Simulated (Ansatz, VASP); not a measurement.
Two plane-wave programs on Si3WC2

```
CELL_PARAMETERS angstrom
2.91757 -4.44906 0.00000
2.91757 4.44906 0.00000
0.00000 0.00000 2.90414
ATOMIC_POSITIONS crystal
Si 0.00000 0.00000 0.00000
Si 0.50000 0.00000 0.50000
Si 0.00000 0.50000 0.50000
W 0.50000 0.50000 0.00000
C 0.21563 0.78437 0.00000
C 0.78437 0.21563 0.00000
```

Change from the starting cell: species swapped into the NaH2Pd3 type (Cmmm, No. 65).

Alike in both runs: task single point; functional PBE; k mesh 4 × 4 × 6; occupations gaussian, width 0.1 eV; no spin polarisation.

```csv
,VASP,Ansatz
version,VASP 6.6.1,Ansatz 0.2.0
potentials or method,"VASP PAW PBE potentials, release 64 (Si, W_sv, C), cutoff 520 eV","scalar-relativistic, plane waves, PAW"
valence electrons in the cell,34,34
```

```csv
,VASP,Ansatz,Ansatz less VASP
gap on the k mesh at the Fermi level (eV),none,none,-
pressure (GPa),-17.5,-17.6,-0.09
"traceless stress, the component that is largest in VASP (GPa)",1.86,1.85,-0.010
rms of the force components (eV/Å),0.576,0.577,+0.0012
```

Atom by atom the forces differ by 0.001 eV/Å (rms over components). A gap of «none» marks a metal or a gap that the smearing closes. With one functional, cell and mesh, what is left measures potentials, basis and numerics.

The k mesh is coarse, so the values compare programs but aren't converged. Neither program's run includes spin-orbit coupling.
